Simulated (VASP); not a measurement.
A run of VASP 6.6.1:

The input INCAR:

```
SYSTEM = Y
ALGO = Normal
EDIFF = 1E-7
ENCUT = 520
GGA = PE
ISIF = 2
ISMEAR = -1
LASPH = .TRUE.
LCHARG = .FALSE.
LREAL = .FALSE.
LWAVE = .FALSE.
NBANDS = 12
NELM = 100
PREC = Accurate
SIGMA = 0.05
```

The input KPOINTS:

```
k-points
0
G
  13 13 13
  0 0 0
```

File POSCAR:

```
Y
1.0
    0.0000000000      2.5337378637      2.5337378637
    2.5337378637      0.0000000000      2.5337378637
    2.5337378637      2.5337378637      0.0000000000
Y
1
Direct
    0.0000000000      0.0000000000      0.0000000000
```

Potentials or basis: VASP PAW PBE potentials, release 64 (Y_sv).

Run with:

```sh
$ cat potpaw_PBE.64/Y_sv/POTCAR > POTCAR
$ mpirun -np 1 vasp_std > vasp.out
```

Hardware: 1 thread of AMD EPYC 7R13, with other jobs on the host.

Estimate the wall time of this run.

Run time: 100 s on 1 thread of AMD EPYC 7R13, with other jobs on the host, peak memory 0.16 GiB. Counts: scf iterations 14, k points 84.
